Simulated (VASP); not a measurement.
Set up this calculation in VASP 6.6.1, as the native input.

| Item | Value |
| --- | --- |
| Task | single point |
| Functional | PBEsol |
| Potentials or basis | VASP PAW PBE potentials, release 64 (Hf_pv, O) |
| Cutoff | 520 eV |
| k mesh | 6 × 6 × 8 |
| Occupations | gaussian, width 0.05 eV |
| Spin | no spin polarisation |
| Dipole correction | no |
| Further INCAR settings | ALGO = Normal; EDIFF = 1e-06; NBANDS = 31 |

The structure of HfO2 lies in POSCAR:

```
HfO2
1.0
    4.7501094231      0.0000000000      0.0000000000
    0.0000000000      4.7501094231      0.0000000000
    0.0000000000      0.0000000000      3.1565728427
Hf O
2 4
Direct
    0.0000000000      0.0000000000      0.0000000000
    0.5000000000      0.5000000000      0.5000000000
    0.1949828631      0.8050171369      0.5000000000
    0.3050171369      0.3050171369      0.0000000000
    0.6949828631      0.6949828631      0.0000000000
    0.8050171369      0.1949828631      0.5000000000
```

One way to write it, as run:

INCAR

```
PREC = Accurate
ENCUT = 520
EDIFF = 1E-6
ISMEAR = 0
SIGMA = 0.05
LREAL = False
LASPH = True
NELM = 60
ALGO = Normal
ISIF = 2
LWAVE = False
LCHARG = False
GGA = PS
NBANDS = 31
```

KPOINTS

```
Automatic mesh
0
Gamma
  6 6 8
```

Potentials or basis: VASP PAW PBE potentials, release 64 (Hf_pv, O).

Launch:

```console
$ cat potpaw_PBE.64/Hf_pv/POTCAR potpaw_PBE.64/O/POTCAR > POTCAR
$ mpirun -np 1 vasp_std > vasp.out
```

Results of the run:

- Pressure: 9.9 GPa
- Largest force: 0.126 eV/Å
- Band gap on the k mesh: 4.03 eV

Caveat: the cell stands under pressure; the PAW data sets were made with another functional, which shifts forces and pressure a little; spin-orbit coupling is left out, which moves the levels of the heavy elements.

Wall time 34 s on 1 thread of Intel(R) Xeon(R) 6975P-C (Granite Rapids) (shared host), peak memory 0.23 GiB.
